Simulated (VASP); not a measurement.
NaCl, 2 atoms in the cell. The structure is tetragonal, space group I4/mmm (No. 139). The conventional cell has a = 3.684 Å, b = 3.684 Å, c = 5.890 Å, α = 90.00°, β = 90.00°, γ = 90.00°. Within 3.4 Å of Na (site symmetry 4/mmm) lie 6 Cl at 2.61 to 2.95 Å. Cl (site symmetry 4/mmm) has 6 Na at 2.61 to 2.95 Å within 3.4 Å.  This cell differs from its parent crystal: strain -0.080 along x and y, +0.040 along z.

```yaml
Program: VASP 6.6.1
Task: single point
Functional: PBEsol
Potentials_or_basis: VASP PAW PBE potentials, release 64 (Na_pv, Cl)
Cutoff: 520 eV
k_mesh: 8 × 8 × 8
Occupations: gaussian, width 0.05 eV
Spin: no spin polarisation
Dipole_correction: no
Further_INCAR_settings: ALGO = Normal; EDIFF = 1e-07; NBANDS = 14
```

Potentials or basis: VASP PAW PBE potentials, release 64 (Na_pv, Cl).

The run is started by

```sh
$ cat potpaw_PBE.64/Na_pv/POTCAR potpaw_PBE.64/Cl/POTCAR > POTCAR
$ mpirun -np 1 vasp_std > vasp.out
```

Hardware: 1 thread of AMD EPYC 7R43 64-Core Processor (Zen 3), with other jobs on the host.

Q: How long does it take, and how much memory?

A: Wall time 37 s on 1 thread of AMD EPYC 7R43 64-Core Processor (Zen 3), on a shared host, peak memory 0.14 GiB. Counts: scf iterations 14, k points 59.
